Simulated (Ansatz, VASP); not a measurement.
**GaSb in VASP and in Ansatz**

The input INCAR:

```
SYSTEM = GaSb
  PREC = Accurate
  ENCUT = 520
  EDIFF = 1E-6
  ISMEAR = 0
  SIGMA = 0.1
  LREAL = .FALSE.
  LASPH = .TRUE.
  NELM = 100
  ALGO = Normal
  ISIF = 2
  LWAVE = .FALSE.
  LCHARG = .FALSE.
  GGA = PE
  NBANDS = 16
```

The input KPOINTS:

```
regular mesh
0
G
  12 12 12
  0 0 0
```

Contents of POSCAR:

```
GaSb
1.0
    0.0000000000      3.1376842253      3.1376842253
    3.1376842253      0.0000000000      3.1376842253
    3.1376842253      3.1376842253      0.0000000000
Ga Sb
1 1
Direct
    0.0000000000      0.0000000000      0.0000000000
    0.2500000000      0.2500000000      0.2500000000
```

Input for Ansatz:

```yaml
crystal:
  lattice:
    - [0.0, 3.1376842252, 3.1376842252]
    - [3.1376842252, 0.0, 3.1376842252]
    - [3.1376842252, 3.1376842252, 0.0]
  atoms:
    - { symbol: Ga, position: [0.0, 0.0, 0.0] }
    - { symbol: Sb, position: [0.25, 0.25, 0.25] }
basis:
  ecutwfc: 420
kpoints:
  mp_grid: { grid: [12, 12, 12] }
hamiltonian:
  xc: pbe
scf:
  occupations: { method: gaussian, width: 0.1 }
output:
  forces: true
  stress: true
  eigenvalues: true
```

Alike in both runs: task single point; functional PBE; k mesh 12 × 12 × 12; occupations gaussian, width 0.1 eV; no spin polarisation.

|  | VASP | Ansatz |
| --- | --- | --- |
| version | VASP 6.6.1 | Ansatz 0.2.0 |
| potentials or method | VASP PAW PBE potentials, release 64 (Ga_d, Sb), cutoff 520 eV | scalar-relativistic, plane waves, PAW |
| valence electrons in the cell | 18 | 28 |

```tsv
	VASP	Ansatz	Ansatz less VASP
gap on the k mesh at the Fermi level (eV)	none	none	-
pressure (GPa)	-1.2	-1.2	-0.06
```

A gap of «none» marks a metal or a gap that the smearing closes. VASP's potentials hold 18 valence electrons a cell and Ansatz's 28, so a difference there can come from the potentials and not from the codes.

Neither program's run includes spin-orbit coupling.
